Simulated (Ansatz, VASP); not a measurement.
## Mg in VASP and in Ansatz

```
CELL_PARAMETERS angstrom
-1.75787 1.75787 1.75787
1.75787 -1.75787 1.75787
1.75787 1.75787 -1.75787
ATOMIC_POSITIONS crystal
Mg 0.00000 0.00000 0.00000
```

Change from the starting cell: volume scaled by 0.975, PAW files.

Alike in both runs: task electric field gradients; functional r2SCAN; k mesh 14 × 14 × 14; occupations fermi-dirac, width 0.08 eV; no spin polarisation.

|  | VASP | Ansatz |
| --- | --- | --- |
| version | VASP 6.6.1 | Ansatz 0.2.0 |
| potentials or method | VASP PAW PBE potentials, release 64 (Mg) | PAW with Ansatz's default frozen-core files, scalar-relativistic |
| plane-wave cutoff (eV) | 520 | 500 |
| valence electrons in the cell | 2 | 10 |

Ansatz gave:

| Property | Result |
| --- | --- |
| pressure (GPa) | 1.5 |

**Question.** Estimate VASP's values.

**Answer.** Pressure (GPa): 1.3.

VASP's potentials were made for PBE, not for r2SCAN. VASP's potentials hold 2 valence electrons a cell and Ansatz's 10, so a difference there can come from the potentials and not from the codes.
